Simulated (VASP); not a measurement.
Runs of VASP 6.6.1 on ZnO. It takes space group P6_3mc (No. 186, hexagonal). The conventional cell has a = 3.235 Å, b = 3.235 Å, c = 5.211 Å, α = 90.00°, β = 90.00°, γ = 120.00°. Within 2.6 Å of Zn (site symmetry 3m) lie 4 O at 1.97 to 1.98 Å. Within 2.6 Å of O (site symmetry 3m) lie 4 Zn at 1.97 to 1.98 Å. 

| level | potentials or basis | k mesh | cutoff (eV) | grid for exact exchange (PRECFOCK) | share of exact exchange | screening parameter | gap on the mesh (eV) | pressure (GPa) | largest force (eV/Å) |
| --- | --- | --- | --- | --- | --- | --- | --- | --- | --- |
| PBE-based screened hybrid with 50 % exact exchange | VASP PAW PBE potentials, release 64 (Zn, O) | 6 × 6 × 2 | 520 | Normal | 0.5 | 0.3 1/Å | (c) | -0.4 | 0.02 |
| HSE06 | VASP PAW PBE potentials, release 64 (Zn, O) | 6 × 6 × 2 | 520 | Normal | 0.25 | 0.2079 1/Å | (a) | 2.9 | 0.01 |
| PBE+D3(BJ) | VASP PAW PBE potentials, release 64 (Zn, O_h) | 6 × 6 × 4 | 1340 | - | - | - | (b) | 3.9 | 0.01 |
| PBE | VASP PAW PBE potentials, release 64 (Zn, O) | 6 × 6 × 4, shifted | 700 | - | - | - | 1.71 | 7.0 | - |

Alike in all rows: task single point; no spin polarisation; cell as given; smearing gaussian 0.01 eV.

Task: Fill in the values left out.

Result: (a) 2.49; (b) 0.79; (c) 3.83.

Caveats: some runs use coarse meshes; the PAW data sets were made with another functional, which shifts forces and pressure a little (at least some runs); the cell stands under pressure (at least some runs); semilocal functionals underestimate gaps, and a narrow one can read as zero (at least some runs); a shifted mesh leaves out Γ, where band edges can lie (at least some runs).

A k mesh can miss the band edges.
